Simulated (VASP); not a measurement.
Input of a VASP 6.6.1 run:

File INCAR:

```
SYSTEM = PbSe
ALGO = Normal
EDIFF = 1E-6
ENCUT = 520
GGA = PS
ISIF = 2
ISMEAR = 0
LASPH = .TRUE.
LCHARG = .FALSE.
LREAL = .FALSE.
LWAVE = .FALSE.
NBANDS = 28
NELM = 100
PREC = Accurate
SIGMA = 0.02
```

KPOINTS

```
k-points
0
G
  8 8 6
  0 0 0
```

Contents of POSCAR:

```
PbSe
1.0
    2.1830839246     -6.2142407208      0.0000000000
    2.1830839246      6.2142407208      0.0000000000
    0.0000000000      0.0000000000      4.5087505308
Pb Se
2 2
Direct
    0.6317607300      0.3682392700      0.7500000000
    0.3682392700      0.6317607300      0.2500000000
    0.8612899600      0.1387100400      0.7500000000
    0.1387100400      0.8612899600      0.2500000000
```

Potentials or basis: VASP PAW PBE potentials, release 64 (Pb_d, Se).

Run with:

```sh
$ cat potpaw_PBE.64/Pb_d/POTCAR potpaw_PBE.64/Se/POTCAR > POTCAR
$ mpirun -np 1 vasp_std > vasp.out
```

(1) Predict the band gap on the k mesh.

(2) Estimate the largest force.

(3) What does it give for the pressure?

## Answers

(1) 1.07 eV, indirect (least direct gap 1.15 eV).

(2) 0.200 eV/Å.

(3) -3.3 GPa.

Caveat: the cell differs from its parent crystal (functional PBEsol, strained); the PAW data sets were made with another functional, which shifts forces and pressure a little; spin-orbit coupling is left out, which moves the levels of the heavy elements.
